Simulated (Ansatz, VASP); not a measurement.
# Nb2Te6Mo: VASP beside Ansatz

```
CELL_PARAMETERS angstrom
3.61850 0.00000 0.00000
-1.80925 3.13371 0.00000
0.00000 0.00000 22.82169
ATOMIC_POSITIONS crystal
Nb 0.00000 0.00000 0.83230
Nb 0.00000 0.00000 0.16770
Te 0.66667 0.33333 0.08543
Te 0.66667 0.33333 0.42062
Te 0.66667 0.33333 0.75015
Te 0.33333 0.66667 0.91457
Te 0.33333 0.66667 0.24985
Te 0.33333 0.66667 0.57938
Mo 0.00000 0.00000 0.50000
```

Alike in both runs: functional PBE; k mesh 6 × 6 × 1; occupations gaussian, width 0.1 eV; no spin polarisation.

Ansatz relaxed the structure, and its values are those at the end. VASP's run is a single point on that final structure, the one shown.

```csv
,VASP,Ansatz
version,VASP 6.6.1,Ansatz 0.2.0
potentials or method,"VASP PAW PBE potentials, release 64 (Nb_sv, Te, Mo_sv), cutoff 520 eV","scalar-relativistic, plane waves, PAW"
valence electrons in the cell,76,136
```

|  | VASP | Ansatz | Ansatz less VASP |
| --- | --- | --- | --- |
| gap on the k mesh at the Fermi level (eV) | none | none | - |
| pressure (GPa) | -0.1 | 0.0 | +0.06 |
| rms of the force components (eV/Å) | 0.005 | 0.002 | -0.0037 |

A gap of «none» marks a metal or a gap that the smearing closes. VASP's potentials hold 76 valence electrons a cell and Ansatz's 136, so a difference there can come from the potentials and not from the codes.

Spin-orbit coupling is off throughout.
